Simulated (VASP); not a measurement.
A run of VASP 6.6.1 is set up as follows.

POSCAR

```
Cu
1.0
   -1.4427933200      1.4427933200      1.3760814500
    1.4427933200     -1.4427933200      1.3760814500
    1.4427933200      1.4427933200     -1.3760814500
Cu
1
Direct
    0.0000000000      0.0000000000      0.0000000000
```

Contents of INCAR.step1:

```
SYSTEM = Cu
PREC     = Accurate       ! precision mode
ENCUT    = 520            ! plane-wave cutoff, eV
EDIFF    = 1E-5           ! SCF threshold, eV
ISMEAR   = -1             ! smearing method
SIGMA    = 0.05           ! smearing width, eV
LREAL    = .FALSE.        ! projectors in reciprocal space
LASPH    = .TRUE.         ! aspherical terms in the spheres
NELM     = 100            ! most SCF steps
ALGO     = Normal         ! electronic algorithm
ISIF     = 2              ! what is computed and relaxed
LWAVE    = .TRUE.         ! write WAVECAR
LCHARG   = .FALSE.        ! write CHGCAR
GGA      = PE             ! functional
NBANDS   = 12             ! bands
```

INCAR.step2

```
SYSTEM = Cu
PREC     = Accurate       ! precision mode
ENCUT    = 520            ! plane-wave cutoff, eV
EDIFF    = 1E-6           ! SCF threshold, eV
ISMEAR   = -1             ! smearing method
SIGMA    = 0.05           ! smearing width, eV
LREAL    = .FALSE.        ! projectors in reciprocal space
LASPH    = .TRUE.         ! aspherical terms in the spheres
NELM     = 100            ! most SCF steps
ALGO     = Normal         ! electronic algorithm
ISIF     = 2              ! what is computed and relaxed
LWAVE    = .FALSE.        ! write WAVECAR
LCHARG   = .FALSE.        ! write CHGCAR
METAGGA  = R2SCAN         ! meta-GGA
LHFCALC  = .TRUE.         ! exact exchange
AEXX     = 0.5            ! exact-exchange fraction
LMIXTAU  = .TRUE.       
PRECFOCK = Normal       
ISTART   = 1            
NBANDS   = 12             ! bands
```

KPOINTS

```
Automatic mesh
0
G
  7 7 7
  0 0 0
```

Potentials or basis: VASP PAW PBE potentials, release 64 (Cu).

Command:

```console
$ cat potpaw_PBE.64/Cu/POTCAR > POTCAR
$ cp INCAR.step1 INCAR
$ mpirun -np 1 vasp_std > vasp.out
$ cp INCAR.step2 INCAR
$ mpirun -np 1 vasp_std > vasp.out
```

(1) What does it give for the band gap on the k mesh?

(2) What does it give for the pressure?

Results:

(1) zero (an odd number of electrons rules out a gap without spin polarisation).

(2) 6.5 GPa.

Caveat: the k points lie up to 0.45 Å⁻¹ apart, too coarse for converged energies and pressures of a metal; the PAW data sets were made with another functional, which shifts forces and pressure a little.
